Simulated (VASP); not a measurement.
# PdPt2 in VASP: single point with PBE

Aim: the single point of PdPt2 with PBE.

Program: VASP 6.6.1. These are calculated values, not measurements. Logs are shortened: lines on timing, memory, paths and dates and some standing lists are left out, and cuts for length are marked.

### 1 The cell of the first run

The cell holds a sheet with vacuum, 3 atoms: a = 2.694 Å, b = 2.694 Å, c = 30.518 Å, α = 90.00°, β = 90.00°, γ = 90.00°.

The cell was built from a structure type or drawn by symmetry, and may not be a known phase.

### 2 Single point, PBE, collinear spin

Input file INCAR:

```
SYSTEM = PdPt2
PREC = Accurate
ENCUT = 520
EDIFF = 1E-7
ISMEAR = 0
SIGMA = 0.1
LREAL = .FALSE.
LASPH = .TRUE.
NELM = 150
ALGO = Normal
ISIF = 2
LWAVE = .FALSE.
LCHARG = .FALSE.
ISPIN = 2
MAGMOM = 0.3 0.31 0.31
LORBIT = 11
LMAXMIX = 4
LDIPOL = .TRUE.
IDIPOL = 3
DIPOL = 0.5 0.5 0.295
GGA = PE
NBANDS = 26
```

Input file KPOINTS:

```
Automatic mesh
0
G
  18 18 1
  0 0 0
```

Input file POSCAR:

```
PdPt2
1.0
    2.6938348443      0.0000000000      0.0000000000
    0.0000000000      2.6938348443      0.0000000000
    0.0000000000      0.0000000000     30.5180636800
Pd Pt
1 2
Direct
    0.5000000000      0.5000000000      0.2949073078
    0.0000000000      0.0000000000      0.3609505928
    0.0000000000      0.0000000000      0.2288640228
```

Potentials or basis: VASP PAW PBE potentials, release 64 (Pd, Pt).

Command:

```console
cat potpaw_PBE.64/Pd/POTCAR potpaw_PBE.64/Pt/POTCAR > POTCAR
mpirun -np 1 vasp_std > vasp.out
```

OUTCAR:

```text
SYSTEM = PdPt2
   PREC = Accurate
   ENCUT = 520
   EDIFF = 1E-7
   ISMEAR = 0
   LREAL = .FALSE.
   LASPH = .TRUE.
   NELM = 150
   ISIF = 2
   ISPIN = 2
   LORBIT = 11
   GGA = PE

 ion  position               nearest neighbor table
   1  0.500  0.500  0.295-   2 2.77   3 2.77   2 2.77   3 2.77   2 2.77   3 2.77   2 2.77   3 2.77

   2  0.000  0.000  0.361-   1 2.77   1 2.77   1 2.77   1 2.77
   3  0.000  0.000  0.229-   1 2.77   1 2.77   1 2.77   1 2.77

  LATTYP: Found a simple tetragonal cell.
 ALAT       =     2.6938348443
 C/A-ratio  =    11.3288547531

  Lattice vectors:

 A1 = (   2.6938348443,   0.0000000000,   0.0000000000)
 A2 = (   0.0000000000,   2.6938348443,   0.0000000000)
 A3 = (   0.0000000000,   0.0000000000,  30.5180636800)

Analysis of symmetry for initial positions (statically):
=====================================================================
 Subroutine PRICEL returns:
 Original cell was already a primitive cell.

 Routine SETGRP: Setting up the symmetry group for a
 simple tetragonal supercell.

 Subroutine GETGRP returns: Found 16 space group operations
 (whereof  8 operations were pure point group operations)
 out of a pool of 16 trial point group operations.

The static configuration has the point symmetry C_4v.
 The point group associated with its full space group is D_4h.

Analysis of symmetry for dynamics (positions and initial velocities):
=====================================================================
 Subroutine PRICEL returns:
 Original cell was already a primitive cell.

 Routine SETGRP: Setting up the symmetry group for a
 simple tetragonal supercell.

 Subroutine GETGRP returns: Found 16 space group operations
 (whereof  8 operations were pure point group operations)
 out of a pool of 16 trial point group operations.

The dynamic configuration has the point symmetry C_4v.
 The point group associated with its full space group is D_4h.

Analysis of structural, dynamic, and magnetic symmetry:
=====================================================================
 Subroutine PRICEL returns:
 Original cell was already a primitive cell.

 Routine SETGRP: Setting up the symmetry group for a
 simple tetragonal supercell.

 Subroutine GETGRP returns: Found 16 space group operations
 (whereof  8 operations were pure point group operations)
 out of a pool of 16 trial point group operations.

The overall configuration has the point symmetry C_4v.
 The point group associated with its full space group is D_4h.

 Subroutine INISYM returns: Found 16 space group operations
 (whereof  8 operations are pure point group operations),
 and found     1 'primitive' translations

----------------------------------------------------------------------------------------

                                     Primitive cell

  volume of cell :     221.4618

  direct lattice vectors                    reciprocal lattice vectors
     2.693834844  0.000000000  0.000000000     0.371218006  0.000000000  0.000000000
     0.000000000  2.693834844  0.000000000     0.000000000  0.371218006  0.000000000
     0.000000000  0.000000000 30.518063680     0.000000000  0.000000000  0.032767479

  length of vectors
     2.693834844  2.693834844 30.518063680     0.371218006  0.371218006  0.032767479

  position of ions in fractional coordinates (direct lattice)
     0.500000000  0.500000000  0.294907308
     0.000000000  0.000000000  0.360950593
     0.000000000  0.000000000  0.228864023

  ion indices of the primitive-cell ions
   primitive index   ion index
                 1           1
                 2           2
                 3           3

----------------------------------------------------------------------------------------

 KPOINTS: Automatic mesh

Automatic generation of k-mesh.
 Grid dimensions read from file:
 generate k-points for:   18   18    1

 Generating k-lattice:

  Cartesian coordinates                     Fractional coordinates (reciprocal lattice)
     0.020623223  0.000000000  0.000000000     0.055555556  0.000000000  0.000000000
     0.000000000  0.020623223  0.000000000     0.000000000  0.055555556  0.000000000
     0.000000000  0.000000000  0.032767479     0.000000000  0.000000000  1.000000000

  Length of vectors
     0.020623223  0.020623223  0.032767479

  Shift w.r.t. Gamma in fractional coordinates (k-lattice)
     0.000000000  0.000000000  0.000000000

 Subroutine IBZKPT returns following result:
 ===========================================

 Found     55 irreducible k-points:

 Following reciprocal coordinates:
            Coordinates               Weight
  0.000000  0.000000  0.000000      1.000000
  0.055556  0.000000  0.000000      4.000000
  0.111111  0.000000  0.000000      4.000000
  0.166667  0.000000  0.000000      4.000000
  0.222222  0.000000  0.000000      4.000000
  0.277778  0.000000  0.000000      4.000000
[... 16 lines left out ...]
  0.277778  0.111111  0.000000      8.000000
  0.333333  0.111111  0.000000      8.000000
 [... further k-points ...]
   k-points           NKPTS =     55   k-points in BZ     NKDIM =     55   number of bands    NBANDS=     26
   number of dos      NEDOS =    301   number of ions     NIONS =      3
   total plane-waves  NPLWV =  96000
   dimension x,y,z NGX =    20 NGY =   20 NGZ =  240
   dimension x,y,z NGXF=    40 NGYF=   40 NGZF=  480
   ions per type =               1   2
   NGX,Y,Z   is equivalent  to a cutoff of  12.34, 12.34, 13.07 a.u.
   NGXF,Y,Z  is equivalent  to a cutoff of  24.69, 24.69, 26.15 a.u.
 SYSTEM =  PdPt2
   PREC   = accura    normal or accurate (medium, high low for compatibility)
   ISTART =      0    job   : 0-new  1-cont  2-samecut
   ICHARG =      2    charge: 1-file 2-atom 10-const
   ISPIN  =      2    spin polarized calculation?
   LNONCOLLINEAR =      F non collinear calculations
   LSORBIT =      F    spin-orbit coupling
   LASPH  =      T    aspherical Exc in radial PAW
   ENCUT  =  520.0 eV  38.22 Ry    6.18 a.u.   5.01  5.01 56.74*2*pi/ulx,y,z
   NELM   =    150;   NELMIN=  2; NELMDL= -5     # of ELM steps
   EDIFF  = 0.1E-06   stopping-criterion for ELM
   LREAL  =      F    real-space projection
   EDIFFG = 0.1E-05   stopping-criterion for IOM
   NSW    =      0    number of steps for IOM
   IBRION =     -1    ionic relax: 0-MD 1-quasi-New 2-CG
   NFREE  =      0    steps in history (QN), initial steepest desc. (CG)
   ISIF   =      2    stress and relaxation
   ISYM   =      2    0-nonsym 1-usesym 2-fastsym
   POTIM  = 0.5000    time-step for ionic-motion
   TEBEG  =    0.0;   TEEND  =   0.0 temperature during run
   PSTRESS=    0.0 pullay stress
   NELECT =      30.0000    total number of electrons
   NUPDOWN=      -1.0000    fix difference up-down
   EMIN   =  10.00;   EMAX   =-10.00  energy-range for DOS
   EFERMI =   0.00;   METHOD = LEGACY
   ISMEAR =     0;   SIGMA  =   0.10  broadening in eV -4-tet -1-fermi 0-gaus
   EFERMI_NEDOS =   21; number of points for ismear=-14 and -15
   IALGO  =     38    algorithm
   IMIX   =      4    mixing-type and parameters
     AMIX     =   0.40;   BMIX     =  1.00
     AMIX_MAG =   1.60;   BMIX_MAG =  1.00
  volume/ion in A,a.u.               =      73.82       498.17
  Fermi-wavevector in a.u.,A,eV,Ry     =   0.840780  1.588843  9.618104  0.706911
  Thomas-Fermi vector in A             =   1.955217
   LORBIT       =     11    0 simple, 1 ext, 2 COOP (PROOUT), +10 PAW based schemes
   GGA     = PE    functional components
   LHFCALC =     F    Hartree Fock is set to
   AEXX    =    0.0000 exact exchange contribution
   IVDW    =     0    specifies the selected vdW correction
   LEPSILON=     F    determine dielectric tensor
   LRPA    =     F    only Hartree local field effects (RPA)
 spin polarized calculation
 Gauss-broadening in eV      SIGMA  =   0.10
  energy-cutoff  :      520.00
  volume of cell :      221.46
 maximum number of plane-waves:      6024
   NGX = 11   NGY = 11   NGZ =113

 dipolmoment           0.000000      0.000000     -0.000000 electrons x Angstroem

 number of electron      29.9999995 magnetization      -0.0000042

 number of electron      29.9999995 magnetization       0.0000076

 dipolmoment           0.000000      0.000000      0.000001 electrons x Angstroem

 Free energy of the ion-electron system (eV)
  ---------------------------------------------------
  ext. energy  EPLUGINS =         0.00000000
  ---------------------------------------------------
  free energy    TOTEN  =       -15.87195385 eV

  energy without entropy =      -15.84154539  energy(sigma->0) =      -15.85674962

 E-fermi :  -2.4053     XC(G=0):  -3.3208

 val. band max:       -2.4074357738   @ k =   0.0556   0.0000   0.0000
 cond. band min:      -2.3936090025   @ k =   0.3889   0.1667   0.0000
 fundamental gap:      0.0138267713
 Fermi energy:        -2.4053401387

 spin component 1

 k-point     1 :       0.0000    0.0000    0.0000
  band No.  band energies     occupation
      1     -10.2371      1.00000
      2      -9.0576      1.00000
      3      -8.1075      1.00000
      4      -7.9189      1.00000
      5      -7.3863      1.00000
      6      -6.2714      1.00000
[... 685 lines left out ...]
     25       6.8972      0.00000
     26       6.8987      0.00000

 [... further k-points ...]

 spin component 2

 k-point     1 :       0.0000    0.0000    0.0000
  band No.  band energies     occupation
      1     -10.2371      1.00000
      2      -9.0576      1.00000
      3      -8.1075      1.00000
      4      -7.9189      1.00000
      5      -7.3863      1.00000
      6      -6.2714      1.00000
[... 685 lines left out ...]
     25       6.8755      0.00000
     26       6.9050      0.00000

 [... further k-points ...]

------------------------ aborting loop because EDIFF is reached ----------------------------------------

 vacuum level on the upper side and lower side of the slab       (xc-potential included)        -0.001        -0.001

  FORCE on cell =-STRESS in cart. coord.  units (eV):
  Direction    XX          YY          ZZ          XY          YZ          ZX
  --------------------------------------------------------------------------------------
  -------------------------------------------------------------------------------------
  Total       -0.4624058     -0.4624058      0.5465036      0.0000000      0.0000000      0.0000000
  in kB       -3.3452988     -3.3452988      3.9537092      0.0000000      0.0000000      0.0000000
  external PRESSURE =      -0.9122962 kB  Pullay stress =       0.0000000 kB

 VOLUME and BASIS-vectors are now :
 -----------------------------------------------------------------------------
  energy-cutoff  :      520.00
  volume of cell :      221.46
      direct lattice vectors                 reciprocal lattice vectors
     2.693834844  0.000000000  0.000000000     0.371218006  0.000000000  0.000000000
     0.000000000  2.693834844  0.000000000     0.000000000  0.371218006  0.000000000
     0.000000000  0.000000000 30.518063680     0.000000000  0.000000000  0.032767479

 POSITION                                       TOTAL-FORCE (eV/Angst)
 -----------------------------------------------------------------------------------
      1.34692      1.34692      9.00000         0.000000      0.000000     -0.000000
      0.00000      0.00000     11.01551        -0.000000      0.000000      0.144600
      0.00000      0.00000      6.98449         0.000000      0.000000     -0.144600
 -----------------------------------------------------------------------------------
    total drift:                               -0.000000     -0.000000      0.000040

  FREE ENERGIE OF THE ION-ELECTRON SYSTEM (eV)
  ---------------------------------------------------
  free  energy   TOTEN  =       -15.8719538541 eV

  energy  without entropy=      -15.8415453919  energy(sigma->0) =      -15.85674962

 vacuum level on the upper side and lower side of the slab         3.306         3.306

 total charge

# of ion       s       p       d       tot
------------------------------------------
    1        0.471   0.538   8.479   9.488
    2        0.662   0.411   8.042   9.116
    3        0.662   0.411   8.042   9.116
--------------------------------------------------
tot          1.796   1.360  24.563  27.719

 magnetization (x)

# of ion       s       p       d       tot
------------------------------------------
    1       -0.000  -0.000   0.000   0.000
    2       -0.000  -0.000   0.000   0.000
    3       -0.000  -0.000   0.000   0.000
--------------------------------------------------
tot         -0.000  -0.000   0.000   0.000
```

Run time: 11 min. Hardware: 1 thread of Oxide Virtual Turin-like, shared host; peak memory 0.68 GiB.

Results:

| Property | Result |
| --- | --- |
| Free energy | -15.8720 eV |
| Largest force | 0.145 eV/Å |
| Band gap on the k mesh | zero (filled and empty bands overlap) |
| Net moment | 0.00 μB per cell |
| Valence electrons inside the program's atomic spheres | Pd 9.49; Pt 9.12 |

Forces in eV/Å, atoms in the order of the input:
```
Pd   0.000  0.000  0.000
Pt   0.000  0.000  0.145
Pt   0.000  0.000 -0.145
```

Caveat: spin-orbit coupling is left out, which moves the levels of the heavy elements.
